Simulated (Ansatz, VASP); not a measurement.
**TePb: VASP beside Ansatz**

Contents of INCAR:

```
PREC = Accurate
ENCUT = 520
EDIFF = 1E-7
ISMEAR = -1
SIGMA = 0.03
LREAL = F
LASPH = T
NELM = 80
ALGO = Normal
ISIF = 2
LWAVE = F
LCHARG = F
GGA = PS
NBANDS = 17
```

File KPOINTS:

```
Automatic mesh
0
Gamma
  10 10 10
```

Contents of POSCAR:

```
TePb
1.0
    0.0000000000      3.2270000000      3.2270000000
    3.2270000000      0.0000000000      3.2270000000
    3.2270000000      3.2270000000      0.0000000000
Te Pb
1 1
Direct
    0.5000000000      0.5000000000      0.5000000000
    0.0000000000      0.0000000000      0.0000000000
```

Input for Ansatz:

```yaml
crystal:
  lattice:
    - [0.0, 3.227, 3.227]
    - [3.227, 0.0, 3.227]
    - [3.227, 3.227, 0.0]
  atoms:
    - { symbol: Te, position: [0.5, 0.5, 0.5] }
    - { symbol: Pb, position: [0.0, 0.0, 0.0] }
kpoints:
  mp_grid: { grid: [10, 10, 10] }
  band_path:
    path:
      - [0.0, 0.0, 0.0]
      - [0.5, 0.0, 0.5]
      - [0.625, 0.25, 0.625]
      - [0.375, 0.375, 0.75]
      - [0.0, 0.0, 0.0]
      - [0.5, 0.5, 0.5]
      - [0.5, 0.25, 0.75]
      - [0.5, 0.0, 0.5]
    npoints: 5
scf:
  occupations: { method: fermi_dirac, width: 0.03 }
hamiltonian:
  xc: pbesol
  pseudopotentials: { kind: all_electron, lapw: { basis_error: 0.0005 } }
output:
  forces: true
  stress: true
  eigenvalues: true
```

Alike in both runs: task single point; functional PBEsol; k mesh 10 × 10 × 10; occupations fermi-dirac, width 0.03 eV; no spin polarisation.

|  | VASP | Ansatz |
| --- | --- | --- |
| version | VASP 6.6.1 | Ansatz 0.2.0 |
| potentials or method | VASP PAW PBE potentials, release 64 (Te, Pb_d), cutoff 520 eV | all-electron LAPW, scalar-relativistic |

VASP gave:

```
pressure (GPa) : -0.3
```

Task: Which values does Ansatz return?

Result: Pressure (GPa): -0.2.

VASP's potentials were made for PBE, not for PBEsol. Ansatz ran all-electron here, and VASP with PAW potentials.

Spin-orbit coupling is off throughout.
